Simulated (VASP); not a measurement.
V:

```
V
1.0
     0.00000    2.65267    2.65267
     2.65267    0.00000    2.65267
     2.65267    2.65267    0.00000
V
2
Direct
  0.12500 0.12500 0.12500
  0.87500 0.87500 0.87500
```

```yaml
Program: VASP 6.6.1
Task: relaxation of cell and atoms
Functional: PBEsol
Potentials_or_basis: VASP PAW PBE potentials, release 64 (V_sv)
Cutoff: 600 eV
k_mesh: 10 × 10 × 10
Occupations: fermi-dirac, width 0.1 eV
Spin: no spin polarisation
```

At the start: pressure -3.6 GPa; volume 18.67 Å³/atom.

Where does the relaxation end?

Over 3 steps the energy falls by 11.6 meV/atom and the volume is 17.67 Å³/atom (-5.3 %); space group Fd-3m (No. 227, to 0.05 Å).

The path:
```
step  energy change (eV)  largest force (eV/Å)  pressure (GPa)  volume (Å³)
   1              0.0000                0.0000           -3.61        37.33
   2             -0.0228                0.0000            0.51        35.11
   3             -0.0232                0.0000            0.01        35.35
```

Final structure:
```cif
data_structure
_symmetry_space_group_name_H-M 'P 1'
_symmetry_Int_Tables_number 1
_cell_length_a 3.6838
_cell_length_b 3.6838
_cell_length_c 3.6838
_cell_angle_alpha 60.000
_cell_angle_beta 60.000
_cell_angle_gamma 60.000
_cell_volume 35.35
loop_
_atom_site_label
_atom_site_type_symbol
_atom_site_fract_x
_atom_site_fract_y
_atom_site_fract_z
_atom_site_occupancy
V1 V 0.12500 0.12500 0.12500 1
V2 V 0.87500 0.87500 0.87500 1
```

Caveat: the PAW data sets were made with another functional, which shifts forces and pressure a little.
